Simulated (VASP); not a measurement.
Crystal: Hf4Te.

```
CELL_PARAMETERS angstrom
4.72674 0.00000 0.00000
0.00000 4.72674 0.00000
0.00000 0.00000 4.72674
ATOMIC_POSITIONS crystal
Hf 0.50000 0.50000 0.50000
Hf 0.00000 0.50000 0.50000
Hf 0.50000 0.00000 0.50000
Hf 0.50000 0.50000 0.00000
Te 0.00000 0.00000 0.00000
```

```yaml
Program: VASP 6.6.1
Task: relaxation of cell and atoms
Functional: PBE
Potentials_or_basis: VASP PAW PBE potentials, release 64 (Hf_pv, Te)
Cutoff: 600 eV
k_mesh: 4 × 4 × 4
Occupations: gaussian, width 0.1 eV
Spin: no spin polarisation
```

At the start: pressure 28.8 GPa; volume 21.12 Å³/atom.

Where does the relaxation end?

Over 4 steps the energy falls by 481.9 meV/atom and the volume is 27.84 Å³/atom (+31.8 %); space group Pm-3m (No. 221, to 0.05 Å).

Step by step:
```tsv
step	energy change (eV)	largest force (eV/Å)	pressure (GPa)	volume (Å³)
1	0.0000	0.0000	28.80	105.61
2	-1.2571	0.0000	-8.59	174.92
3	-2.4091	0.0000	-0.26	139.94
4	-2.4096	0.0000	0.05	139.19
```

Final structure:
```yaml
crystal:
  lattice:
    - [5.18243, 0.00000, 0.00000]
    - [0.00000, 5.18243, 0.00000]
    - [0.00000, 0.00000, 5.18243]
  atoms:
    - { symbol: Hf, position: [0.50000, 0.50000, 0.50000] }
    - { symbol: Hf, position: [0.00000, 0.50000, 0.50000] }
    - { symbol: Hf, position: [0.50000, 0.00000, 0.50000] }
    - { symbol: Hf, position: [0.50000, 0.50000, 0.00000] }
    - { symbol: Te, position: [0.00000, 0.00000, 0.00000] }
```

Caveat: the volume moved by over 15 % at a fixed basis, so the end points are rough.
